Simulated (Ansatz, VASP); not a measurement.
**Ru in VASP and in Ansatz**

```
Ru
1.0
     2.75992    0.00000    0.00000
    -1.37996    2.39016    0.00000
     0.00000    0.00000    4.28190
Ru
2
Direct
  0.33333 0.66667 0.25000
  0.66667 0.33333 0.75000
```

Change from the starting cell: equal xx and yy strain of +2 %, PAW files.

Alike in both runs: task electric field gradients; functional PBEsol; k mesh 14 × 14 × 8; occupations fermi-dirac, width 0.03 eV; no spin polarisation.

```csv
,VASP,Ansatz
version,VASP 6.6.1,Ansatz 0.2.0
potentials or method,"VASP PAW PBE potentials, release 64 (Ru_pv)","PAW with Ansatz's default frozen-core files, scalar-relativistic"
plane-wave cutoff (eV),520,420
valence electrons in the cell,28,32
```

```tsv
	VASP	Ansatz	Ansatz less VASP
pressure (GPa)	-17.4	-17.3	+0.12
traceless stress, the component that is largest in VASP (GPa)	3.70	3.69	-0.006
size of Vzz on the site where it differs most (V/Å²)	20.1	15.1	-4.94
```

VASP's potentials were made for PBE, not for PBEsol. VASP's potentials hold 28 valence electrons a cell and Ansatz's 32, so a difference there can come from the potentials and not from the codes.
